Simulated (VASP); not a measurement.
# Si2C (P6/mmm) in VASP: density of states with PBE

Aim: the density of states of Si2C with PBE.

Everything below comes from runs of VASP 6.6.1. Logs are shortened: lines on timing, memory, paths and dates and some standing lists are left out, and cuts for length are marked.

### 1 The cell of the first run

The structure is hexagonal, space group P6/mmm (No. 191). Conventional cell: a = 4.037 Å, b = 4.037 Å, c = 7.186 Å, α = 90.00°, β = 90.00°, γ = 120.00°. Si (site symmetry 3m) has 1 C at 1.90 Å and 3 Si at 2.33 Å within 2.5 Å. C (site symmetry -6m2) has 2 Si at 1.90 Å and 3 C at 2.33 Å within 2.5 Å.

### 2 Density of states, PBE

Input file POSCAR:

```
Si2C
1.0
    4.0372177436      0.0000000000      0.0000000000
   -2.0186088718      3.4963331266      0.0000000000
    0.0000000000      0.0000000000      7.1862221295
Si C
4 2
Direct
    0.3333333333      0.6666666667      0.7351232476
    0.3333333333      0.6666666667      0.2648767524
    0.6666666667      0.3333333333      0.7351232476
    0.6666666667      0.3333333333      0.2648767524
    0.3333333333      0.6666666667      0.0000000000
    0.6666666667      0.3333333333      0.0000000000
```

Input file INCAR.step1:

```
SYSTEM = Si2C
PREC = Accurate ; ENCUT = 520
EDIFF = 1E-6 ; ISMEAR = 0
SIGMA = 0.1 ; LREAL = .FALSE.
LASPH = .TRUE. ; NELM = 80
ALGO = Normal ; ISIF = 2
LWAVE = .FALSE. ; LCHARG = .TRUE.
GGA = PE ; NBANDS = 21
```

Input file KPOINTS.step1:

```
Automatic mesh
0
G
  12 12 6
  0 0 0
```

Input file INCAR.step2:

```
SYSTEM = Si2C
PREC = Accurate ; ENCUT = 520
EDIFF = 1E-6 ; ISMEAR = -5
SIGMA = 0.1 ; LREAL = .FALSE.
LASPH = .TRUE. ; NELM = 80
ALGO = Normal ; ISIF = 2
LWAVE = .FALSE. ; LCHARG = .FALSE.
GGA = PE ; LORBIT = 11
NBANDS = 21 ; NEDOS = 2001
ICHARG = 11
```

Input file KPOINTS.step2:

```
Automatic mesh
0
G
  18 18 9
  0 0 0
```

Potentials or basis: VASP PAW PBE potentials, release 64 (Si, C).

Run with:

```
$ cat potpaw_PBE.64/Si/POTCAR potpaw_PBE.64/C/POTCAR > POTCAR
$ cp INCAR.step1 INCAR
$ cp KPOINTS.step1 KPOINTS
$ mpirun -np 1 vasp_std > vasp.out
$ cp INCAR.step2 INCAR
$ cp KPOINTS.step2 KPOINTS
$ mpirun -np 1 vasp_std > vasp.out
```

OUTCAR:

```text
SYSTEM = Si2C
   PREC = Accurate
   ENCUT = 520
   EDIFF = 1E-6
   ISMEAR = -5
   LREAL = .FALSE.
   LASPH = .TRUE.
   NELM = 80
   ISIF = 2
   GGA = PE
   LORBIT = 11
   ICHARG = 11

 ion  position               nearest neighbor table
   1  0.333  0.667  0.735-   5 1.90   3 2.33   3 2.33   3 2.33
   2  0.333  0.667  0.265-   5 1.90   4 2.33   4 2.33   4 2.33
   3  0.667  0.333  0.735-   6 1.90   1 2.33   1 2.33   1 2.33
   4  0.667  0.333  0.265-   6 1.90   2 2.33   2 2.33   2 2.33
   5  0.333  0.667  0.000-   1 1.90   2 1.90
   6  0.667  0.333  0.000-   3 1.90   4 1.90

  LATTYP: Found a hexagonal cell.
 ALAT       =     4.0372177436
 C/A-ratio  =     1.7799936951

  Lattice vectors:

 A1 = (   4.0372177436,   0.0000000000,   0.0000000000)
 A2 = (  -2.0186088718,   3.4963331266,   0.0000000000)
 A3 = (   0.0000000000,   0.0000000000,   7.1862221295)

Analysis of symmetry for initial positions (statically):
=====================================================================
 Subroutine PRICEL returns:
 Original cell was already a primitive cell.

 Routine SETGRP: Setting up the symmetry group for a
 hexagonal supercell.

 Subroutine GETGRP returns: Found 24 space group operations
 (whereof 24 operations were pure point group operations)
 out of a pool of 24 trial point group operations.

The static configuration has the point symmetry D_6h.

Analysis of symmetry for dynamics (positions and initial velocities):
=====================================================================
 Subroutine PRICEL returns:
 Original cell was already a primitive cell.

 Routine SETGRP: Setting up the symmetry group for a
 hexagonal supercell.

 Subroutine GETGRP returns: Found 24 space group operations
 (whereof 24 operations were pure point group operations)
 out of a pool of 24 trial point group operations.

The dynamic configuration has the point symmetry D_6h.

 Subroutine INISYM returns: Found 24 space group operations
 (whereof 24 operations are pure point group operations),
 and found     1 'primitive' translations

----------------------------------------------------------------------------------------

                                     Primitive cell

  volume of cell :     101.4368

  direct lattice vectors                    reciprocal lattice vectors
     4.037217744  0.000000000  0.000000000     0.247695335  0.143006968  0.000000000
    -2.018608872  3.496333127  0.000000000     0.000000000  0.286013936  0.000000000
     0.000000000  0.000000000  7.186222129     0.000000000  0.000000000  0.139155175

  length of vectors
     4.037217744  4.037217744  7.186222129     0.286013936  0.286013936  0.139155175

  position of ions in fractional coordinates (direct lattice)
     0.333333333  0.666666667  0.735123248
     0.333333333  0.666666667  0.264876752
     0.666666667  0.333333333  0.735123248
     0.666666667  0.333333333  0.264876752
     0.333333333  0.666666667  0.000000000
     0.666666667  0.333333333  0.000000000

  ion indices of the primitive-cell ions
   primitive index   ion index
                 1           1
                 2           2
                 3           3
                 4           4
                 5           5
                 6           6

----------------------------------------------------------------------------------------

 KPOINTS: Automatic mesh

Automatic generation of k-mesh.
 Grid dimensions read from file:
 generate k-points for:   18   18    9

 Generating k-lattice:

  Cartesian coordinates                     Fractional coordinates (reciprocal lattice)
     0.013760852  0.007944832  0.000000000     0.055555556  0.000000000  0.000000000
     0.000000000  0.015889663  0.000000000     0.000000000  0.055555556  0.000000000
     0.000000000  0.000000000  0.015461686     0.000000000  0.000000000  0.111111111

  Length of vectors
     0.015889663  0.015889663  0.015461686

  Shift w.r.t. Gamma in fractional coordinates (k-lattice)
     0.000000000  0.000000000  0.000000000

 TETIRR: Found   2805 inequivalent tetrahedra from    17496

 Subroutine IBZKPT returns following result:
 ===========================================

 Found    185 irreducible k-points:

 Following reciprocal coordinates:
            Coordinates               Weight
  0.000000  0.000000  0.000000      1.000000
  0.055556  0.000000  0.000000      6.000000
  0.111111  0.000000  0.000000      6.000000
  0.166667  0.000000  0.000000      6.000000
  0.222222  0.000000  0.000000      6.000000
  0.277778  0.000000  0.000000      6.000000
[... 16 lines left out ...]
  0.333333  0.111111  0.000000     12.000000
  0.388889  0.111111  0.000000     12.000000
 [... further k-points ...]
   k-points           NKPTS =    185   k-points in BZ     NKDIM =    185   number of bands    NBANDS=     21
   number of dos      NEDOS =   2001   number of ions     NIONS =      6
   total plane-waves  NPLWV =  48600
   dimension x,y,z NGX =    30 NGY =   30 NGZ =   54
   dimension x,y,z NGXF=    60 NGYF=   60 NGZF=  108
   ions per type =               4   2
   NGX,Y,Z   is equivalent  to a cutoff of  12.35, 12.35, 12.49 a.u.
   NGXF,Y,Z  is equivalent  to a cutoff of  24.71, 24.71, 24.98 a.u.
 SYSTEM =  Si2C
   PREC   = accura    normal or accurate (medium, high low for compatibility)
   ISTART =      0    job   : 0-new  1-cont  2-samecut
   ICHARG =     11    charge: 1-file 2-atom 10-const
   ISPIN  =      1    spin polarized calculation?
   LNONCOLLINEAR =      F non collinear calculations
   LSORBIT =      F    spin-orbit coupling
   LASPH  =      T    aspherical Exc in radial PAW
   ENCUT  =  520.0 eV  38.22 Ry    6.18 a.u.   7.51  7.51 13.36*2*pi/ulx,y,z
   NELM   =     80;   NELMIN=  2; NELMDL=  0     # of ELM steps
   EDIFF  = 0.1E-05   stopping-criterion for ELM
   LREAL  =      F    real-space projection
[... 7 lines left out ...]
   TEBEG  =    0.0;   TEEND  =   0.0 temperature during run
   PSTRESS=    0.0 pullay stress
   NELECT =      24.0000    total number of electrons
   NUPDOWN=      -1.0000    fix difference up-down
   EMIN   =  10.00;   EMAX   =-10.00  energy-range for DOS
   EFERMI =   0.00;   METHOD = LEGACY
   ISMEAR =    -5;   SIGMA  =   0.10  broadening in eV -4-tet -1-fermi 0-gaus
   EFERMI_NEDOS =   21; number of points for ismear=-14 and -15
   IALGO  =     38    algorithm
   IMIX   =      4    mixing-type and parameters
     AMIX     =   0.40;   BMIX     =  1.00
     AMIX_MAG =   1.60;   BMIX_MAG =  1.00
  volume/ion in A,a.u.               =      16.91       114.09
  Fermi-wavevector in a.u.,A,eV,Ry     =   1.012543  1.913428 13.949276  1.025243
  Thomas-Fermi vector in A             =   2.145658
   LORBIT       =     11    0 simple, 1 ext, 2 COOP (PROOUT), +10 PAW based schemes
   GGA     = PE    functional components
   LHFCALC =     F    Hartree Fock is set to
   AEXX    =    0.0000 exact exchange contribution
   IVDW    =     0    specifies the selected vdW correction
   LEPSILON=     F    determine dielectric tensor
   LRPA    =     F    only Hartree local field effects (RPA)
 non-spin polarized calculation
 Fermi weights with tetrahedron method with Bloechl corrections
  energy-cutoff  :      520.00
  volume of cell :      101.44
 maximum number of plane-waves:      2763

 number of electron      23.9999999 magnetization

 Free energy of the ion-electron system (eV)
  ---------------------------------------------------
  ext. energy  EPLUGINS =         0.00000000
  ---------------------------------------------------
  free energy    TOTEN  =       -33.08194599 eV

  energy without entropy =      -33.08194599  energy(sigma->0) =      -33.08194599

 E-fermi :   5.4768     XC(G=0):  -9.4460

 val. band max:        5.5366442346   @ k =   0.0000   0.0000   0.1111
 cond. band min:       5.3682459388   @ k =   0.3333   0.3333   0.2222
 fundamental gap:     -0.1683982958
 Fermi energy:         5.4768102543

 k-point     1 :       0.0000    0.0000    0.0000
  band No.  band energies     occupation
      1      -8.9642      2.00000
      2      -5.9919      2.00000
      3      -3.7362      2.00000
      4      -2.7254      2.00000
      5       1.2591      2.00000
      6       1.2963      2.00000
[... 13 lines left out ...]
     20       9.4281      0.00000
     21       9.4281      0.00000

 k-point     2 :       0.0556    0.0000    0.0000
  band No.  band energies     occupation
      1      -8.9378      2.00000
      2      -5.9618      2.00000
      3      -3.7067      2.00000
      4      -2.8295      2.00000
      5       1.2530      2.00000
      6       1.2801      2.00000
[... 13 lines left out ...]
     20       9.4398      0.00000
     21       9.5187      0.00000

 k-point     3 :       0.1111    0.0000    0.0000
  band No.  band energies     occupation
      1      -8.8589      2.00000
      2      -5.8720      2.00000
      3      -3.6184      2.00000
      4      -3.1134      2.00000
      5       0.9217      2.00000
      6       1.1355      2.00000
[... 13 lines left out ...]
     20       9.5231      0.00000
     21       9.7772      0.00000
[... 457 lines left out ...]
 k-point    23 :       0.3333    0.1111    0.0000
  band No.  band energies     occupation
      1      -7.7316      2.00000
      2      -5.4954      2.00000
      3      -4.5656      2.00000
      4      -2.3075      2.00000
      5      -2.0410      2.00000
      6      -0.1712      2.00000
[... 13 lines left out ...]
     20      11.7102      0.00000
     21      12.5510      0.00000

 k-point    24 :       0.3889    0.1111    0.0000
  band No.  band energies     occupation
      1      -7.4918      2.00000
      2      -5.8304      2.00000
      3      -4.2760      2.00000
      4      -2.4510      2.00000
      5      -1.9952      2.00000
      6      -0.4993      2.00000
[... 13 lines left out ...]
     20      12.0927      0.00000
     21      12.5788      0.00000

 [... further k-points ...]
[... 5 lines left out ...]
  --------------------------------------------------------------------------------------
  -------------------------------------------------------------------------------------
  Total       -0.3723045     -0.3723045      0.4245157      0.0000000     -0.0000000      0.0000000
  in kB       -5.8804861     -5.8804861      6.7051541      0.0000000     -0.0000000      0.0000000
  external PRESSURE =      -1.6852727 kB  Pullay stress =       0.0000000 kB

 VOLUME and BASIS-vectors are now :
 -----------------------------------------------------------------------------
  energy-cutoff  :      520.00
  volume of cell :      101.44
      direct lattice vectors                 reciprocal lattice vectors
     4.037217744  0.000000000  0.000000000     0.247695335  0.143006968  0.000000000
    -2.018608872  3.496333127  0.000000000     0.000000000  0.286013936  0.000000000
     0.000000000  0.000000000  7.186222129     0.000000000  0.000000000  0.139155175

 POSITION                                       TOTAL-FORCE (eV/Angst)
 -----------------------------------------------------------------------------------
     -0.00000      2.33089      5.28276        -0.000000      0.000000     -0.055498
     -0.00000      2.33089      1.90346        -0.000000      0.000000      0.055498
      2.01861      1.16544      5.28276         0.000000      0.000000     -0.055498
      2.01861      1.16544      1.90346         0.000000      0.000000      0.055498
     -0.00000      2.33089      0.00000        -0.000000      0.000000      0.000000
      2.01861      1.16544      0.00000         0.000000     -0.000000      0.000000
 -----------------------------------------------------------------------------------
    total drift:                               -0.000000      0.000000     -0.000000

  FREE ENERGIE OF THE ION-ELECTRON SYSTEM (eV)
  ---------------------------------------------------
  free  energy   TOTEN  =       -33.0819459892 eV

  energy  without entropy=      -33.0819459892  energy(sigma->0) =      -33.08194599

 total charge

# of ion       s       p       d       tot
------------------------------------------
    1        0.768   0.914   0.000   1.682
    2        0.768   0.914   0.000   1.682
    3        0.768   0.914   0.000   1.682
    4        0.768   0.914   0.000   1.682
    5        0.928   1.314   0.000   2.242
    6        0.928   1.314   0.000   2.242
--------------------------------------------------
tot          4.930   6.283   0.000  11.213
```

Wall time 6.9 min (1 thread of Intel Xeon 6975P-C, shared host); peak memory 0.43 GiB.

Results:

- Valence electrons inside the program's atomic spheres: Si 1.68; C 2.24

Levels at points of the mesh, in eV from the Fermi level:
```tsv
k point	band 9	band 10	band 11	band 12	band 13	band 14	band 15	band 16
(0.00, 0.00, 0.00)	-1.68	-1.68	-0.42	-0.01	-0.01	0.16	0.16	0.88
(0.50, 0.00, 0.00)	-2.83	-2.70	-2.53	-1.04	1.21	1.40	1.47	2.08
```

Caveat: tetrahedron occupations give inexact forces and stress in metals.
